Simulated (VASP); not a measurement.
Wanted: the native input for a VASP 6.6.1 run.

```yaml
Task: single point
Functional: PBEsol
Potentials_or_basis: VASP PAW PBE potentials, release 64 (O, H, Cl)
Cutoff: 520 eV
k_mesh: 1 × 1 × 1
Occupations: fermi-dirac, width 0.02 eV
Spin: no spin polarisation
Dipole_correction: no
Further_INCAR_settings: ALGO = Normal; EDIFF = 1e-06; NBANDS = 33
```

The structure of H9ClO4 lies in POSCAR:

```
H9ClO4
1.0
    6.0577750000      0.0000000000      0.0000000000
    0.0000000000      6.0577750000      0.0000000000
    0.0000000000      0.0000000000      6.0577750000
O H Cl
4 9 1
Direct
   -0.0321074982      0.4508916227      0.1146625617
    0.2337656978      0.1395726979      1.0152737598
    0.8586485962      0.0893232251      0.4221847130
    0.1430723327      0.7894482710      0.2519241801
   -0.1504347718      0.4577753383      0.0009079241
    0.1038335032      0.3706971619      0.0520983364
    0.1753284003     -0.0080722708      1.1058020478
    0.3725295179      0.1166765025      0.9454461415
    0.8887091383      0.2457337884      0.3463813034
    0.6923994371      0.0612601161      0.4253046704
    0.0605502846      0.8958404695      0.3593233489
    0.0219057327      0.6680505631      0.2214839607
    0.6686943639      0.4916821770      0.6479771863
    0.6095142193      0.6303799662      0.8119152659
```

One way to write it, as run:

INCAR

```
PREC = Accurate
ENCUT = 520
EDIFF = 1E-6
ISMEAR = -1
SIGMA = 0.02
LREAL = F
LASPH = T
NELM = 120
ALGO = Normal
ISIF = 2
LWAVE = F
LCHARG = F
GGA = PS
NBANDS = 33
GGA_COMPAT = F
```

KPOINTS

```
regular mesh
0
Gamma
  1 1 1
```

Potentials or basis: VASP PAW PBE potentials, release 64 (O, H, Cl).

Run with:

```sh
$ cat potpaw_PBE.64/O/POTCAR potpaw_PBE.64/H/POTCAR potpaw_PBE.64/Cl/POTCAR > POTCAR
$ mpirun -np 1 vasp_gam > vasp.out
```

Results of the run:

| Item | Value |
| --- | --- |
| Pressure | -2.6 GPa |
| Largest force | 2.613 eV/Å |
| Band gap on the k mesh | 3.90 eV |

Caveat: the k points lie up to 1.04 Å⁻¹ apart; the PAW data sets were made with another functional, which shifts forces and pressure a little.

It took 32 s on 1 thread of Intel Xeon 8259CL, on a shared host, peak memory 0.3 GiB.
